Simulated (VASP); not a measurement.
## TiAu: relaxation of cell and atoms with LDA

TiAu:

```xyz
2
Lattice="3.2540 0.0000 0.0000 0.0000 3.2540 0.0000 0.0000 0.0000 3.2540" Properties=species:S:1:pos:R:3 pbc="T T T"
Ti    1.6270    1.6270    1.6270
Au    0.0000    0.0000    0.0000
```

```json
{"Program": "VASP 6.6.1", "Task": "relaxation of cell and atoms", "Functional": "LDA", "Potentials or basis": "VASP PAW LDA potentials, release 64 (Ti_sv, Au)", "Cutoff": "600 eV", "k mesh": "9 × 9 × 9", "Occupations": "fermi-dirac, width 0.01 eV", "Spin": "no spin polarisation", "Target pressure": "5 GPa", "Dipole correction": "no", "Further INCAR settings": "ALGO = Normal; EDIFF = 1e-07; IBRION = 2; EDIFFG = -0.01; NSW = 80; ISIF = 3"}
```

| Item | Value |
| --- | --- |
| Relaxed volume | 15.79 Å³/atom |
| Relaxed cell | a = 3.161 Å, b = 3.161 Å, c = 3.161 Å, α = 90.00°, β = 90.00°, γ = 90.00° |
| Space group after relaxing (to 0.05 Å) | Pm-3m (No. 221) |
| Energy change on relaxing (the enthalpy is what falls) | -22.3 meV/atom |
| Ionic steps | 7 |
| Pressure after relaxing | 5.0 GPa |

The path:
```tsv
step	energy change (eV)	largest force (eV/Å)	pressure (GPa)	volume (Å³)
1	0.0000	0.0000	-8.86	34.46
2	0.4814	0.0000	41.15	27.55
3	-0.0477	0.0000	4.37	31.68
4	-0.0452	0.0000	4.89	31.60
5	-0.0435	0.0000	5.23	31.54
6	-0.0463	0.0000	4.69	31.63
7	-0.0447	0.0000	5.00	31.58
```

Final structure:
```xyz
2
Lattice="3.1609 0.0000 0.0000 0.0000 3.1609 0.0000 0.0000 0.0000 3.1609" Properties=species:S:1:pos:R:3 pbc="T T T"
Ti    1.5804    1.5804    1.5804
Au    0.0000    0.0000    0.0000
```

Levels at points of the mesh, in eV from the Fermi level:
| k point | band 8 | band 9 | band 10 | band 11 | band 12 | band 13 | band 14 | band 15 |
| --- | --- | --- | --- | --- | --- | --- | --- | --- |
| (0.00, 0.00, 0.00) | -4.70 | -4.70 | -4.70 | 0.30 | 0.30 | 2.17 | 2.17 | 2.17 |

It took 3.2 min on 1 thread of Intel Xeon 8259CL, with other jobs on the host, peak memory 0.17 GiB.

Caveat: the cell is relaxed towards a set pressure, so the enthalpy falls and the energy may rise; spin-orbit coupling is left out, which moves the levels of the heavy elements. LDA usually gives volumes a few per cent too small.
